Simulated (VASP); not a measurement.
TaSb:

```
Ta Sb
1.0
     0.00000    3.14300    3.14300
     3.14300    0.00000    3.14300
     3.14300    3.14300    0.00000
Ta Sb
1 1
Cartesian
  0.0000 0.0000 0.0000
  1.5715 1.5715 1.5715
```

Base run:

- Program: VASP 6.6.1
- Functional: PBE
- Potentials or basis: VASP PAW PBE potentials, release 64 (Ta_pv, Sb)
- Cutoff: 520 eV
- k mesh: 6 × 6 × 6
- Occupations: gaussian, width 0.05 eV
- Spin: no spin polarisation

Its results: band gap on the k mesh zero (band 8 reaches 4.59 eV, above the bottom of band 9 at 4.29 eV); pressure 0.0 GPa.

Task: The run is repeated on the same cell with these changes: functional from PBE to r2SCAN; k mesh from 6 × 6 × 6 to 10 × 10 × 10. What comes out?

Result: Band gap on the k mesh zero (band 8 reaches 4.72 eV, above the bottom of band 9 at 4.41 eV); pressure -1.2 GPa.

Several settings changed at once, so the effect can't be laid on one alone.

Caveats: spin-orbit coupling is left out, which moves the levels of the heavy elements; the PAW data sets were made with another functional, which shifts forces and pressure a little (some runs).
